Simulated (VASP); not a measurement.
Zn, 1 atom in the cell. The structure is cubic, space group Im-3m (No. 229). Conventional cell: a = 3.138 Å, b = 3.138 Å, c = 3.138 Å, α = 90.00°, β = 90.00°, γ = 90.00°. Within 3.6 Å of Zn (site symmetry m-3m) lie 14 Zn at 2.72 to 3.14 Å. 

- Program: VASP 6.6.1
- Task: relaxation of cell and atoms
- Functional: RPBE
- Dispersion: D3(BJ)
- Potentials or basis: VASP PAW PBE potentials, release 64 (Zn)
- Cutoff: 600 eV
- k mesh: 12 × 12 × 12
- Occupations: fermi-dirac, width 0.05 eV
- Spin: no spin polarisation
- Dipole correction: no
- Further INCAR settings: ALGO = Fast; EDIFF = 1e-07; IBRION = 2; EDIFFG = -0.01; NSW = 60; ISIF = 3

Potentials or basis: VASP PAW PBE potentials, release 64 (Zn).

Launch:

```console
$ cat potpaw_PBE.64/Zn/POTCAR > POTCAR
$ mpirun -np 1 vasp_std > vasp.out
```

Hardware: 1 thread of AMD EPYC 7R13, with other jobs on the host.

How long does it take, and how much memory?

Wall time 68 s on 1 thread of AMD EPYC 7R13 (shared host), peak memory 0.13 GiB. Counts: scf iterations 34, k points 72, ion steps 3.
